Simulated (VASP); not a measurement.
Write the native input for VASP 6.6.1 that does the following.

```yaml
Task: single point
Functional: PBEsol
Potentials_or_basis: VASP PAW PBE potentials, release 64 (Mn_pv)
Cutoff: 520 eV
k_mesh: 6 × 6 × 6
Occupations: gaussian, width 0.1 eV
Spin: no spin polarisation
Dipole_correction: no
Further_INCAR_settings: ALGO = Normal; EDIFF = 1e-06; NBANDS = 34
```

The structure of Mn lies in POSCAR:

```
Mn
1.0
    2.0978833860     -4.0684783189      0.0000000000
    2.0978833860      4.0684783189      0.0000000000
    0.0000000000      0.0000000000      2.5557016306
Mn
4
Direct
    0.6170612858      0.3829387142      0.5004719817
    0.1170612858      0.8829387142      0.9995280183
    0.3829387142      0.6170612858      0.4995280183
    0.8829387142      0.1170612858      0.0004719817
```

The input as run:

INCAR

```
SYSTEM = Mn
PREC = Accurate
ENCUT = 520
EDIFF = 1E-6
ISMEAR = 0
SIGMA = 0.1
LREAL = .FALSE.
LASPH = .TRUE.
NELM = 100
ALGO = Normal
ISIF = 2
LWAVE = .FALSE.
LCHARG = .FALSE.
GGA = PS
NBANDS = 34
```

KPOINTS

```
Automatic mesh
0
G
  6 6 6
  0 0 0
```

Potentials or basis: VASP PAW PBE potentials, release 64 (Mn_pv).

Launch:

```bash
$ cat potpaw_PBE.64/Mn_pv/POTCAR > POTCAR
$ mpirun -np 1 vasp_std > vasp.out
```

Results of the run:

- Pressure: 3.4 GPa
- Largest force: 0.799 eV/Å
- Band gap on the k mesh: zero (bands 26 and 27 overlap by 1.35 eV)

Caveat: the k points lie up to 0.41 Å⁻¹ apart, too coarse for converged energies and pressures of a metal; atoms lie so close that the PAW spheres overlap strongly, which falsifies energies and pressures; the PAW data sets were made with another functional, which shifts forces and pressure a little; the run has no spin polarisation, though such a crystal can be magnetic.

Run time: 70 s on 1 thread of Intel Xeon 8259CL (shared host), peak memory 0.2 GiB.
